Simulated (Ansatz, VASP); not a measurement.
## Two plane-wave programs on CoO

File INCAR:

```
  ALGO = Normal
  EDIFF = 1E-6
  ENCUT = 520
  GGA = PS
  ISIF = 2
  ISMEAR = 0
  ISPIN = 2
  LASPH = T
  LCHARG = F
  LMAXMIX = 4
  LORBIT = 11
  LREAL = F
  LWAVE = F
  MAGMOM = 2.64 0.33
  NBANDS = 18
  NELM = 150
  PREC = Accurate
  SIGMA = 0.15
```

KPOINTS

```
k-points
0
Gamma
  18 18 18
```

POSCAR

```
CoO
1.0
    1.5054695445      0.8691832468      2.4399269062
   -1.5054695445      0.8691832468      2.4399269062
    0.0000000000     -1.7383664936      2.4399269062
Co O
1 1
Direct
    0.0000000000      0.0000000000      0.0000000000
    0.4863383886      0.4863383886      0.4863383886
```

Input for Ansatz:

```yaml
crystal:
  lattice:
    - [1.5054695445, 0.8691832468, 2.4399269062]
    - [-1.5054695445, 0.8691832468, 2.4399269062]
    - [0.0, -1.7383664936, 2.4399269062]
  atoms:
    - { symbol: Co, position: [0.0, 0.0, 0.0], spin: 2.64 }
    - { symbol: O, position: [0.4863383886, 0.4863383886, 0.4863383886], spin: 0.33 }
basis:
  ecutwfc: 420
kpoints:
  mp_grid: { grid: [18, 18, 18] }
hamiltonian:
  xc: pbesol
scf:
  occupations: { method: gaussian, width: 0.15 }
output:
  forces: true
  stress: true
  eigenvalues: true
  populations: true
magnetization:
  spin_polarized: true
```

Change from the starting cell: all O atoms moved -0.100 Å, as atom 2 along Cartesian [0 0 1].

Alike in both runs: task single point; functional PBEsol; k mesh 18 × 18 × 18; occupations gaussian, width 0.15 eV; collinear spin.

|  | VASP | Ansatz |
| --- | --- | --- |
| version | VASP 6.6.1 | Ansatz 0.2.0 |
| potentials or method | VASP PAW PBE potentials, release 64 (Co, O), cutoff 520 eV | scalar-relativistic, plane waves, PAW |
| valence electrons in the cell | 15 | 23 |

|  | VASP | Ansatz | Ansatz less VASP |
| --- | --- | --- | --- |
| gap on the k mesh at the Fermi level (eV) | none | none | - |
| pressure (GPa) | -8.9 | -8.3 | +0.58 |
| traceless stress, the component that is largest in VASP (GPa) | -0.77 | -0.79 | -0.026 |
| rms of the force components (eV/Å) | 0.010 | 0.010 | -0.0004 |
| net moment per atom (μB) | 1.46 | 1.47 | +0.013 |
| size of the moment on the site where the two differ most (μB) | 2.55 | 2.46 | -0.083 |

VASP's potentials were made for PBE, not for PBEsol. Site moments also hang on the region over which each program counts them. Atom by atom the forces differ by 0.000 eV/Å (rms over components). A gap of «none» marks a metal or a gap that the smearing closes. The functional is the same, so the differences come from potentials, cutoffs and numerics. VASP's potentials hold 15 valence electrons a cell and Ansatz's 23, so a difference there can come from the potentials and not from the codes.
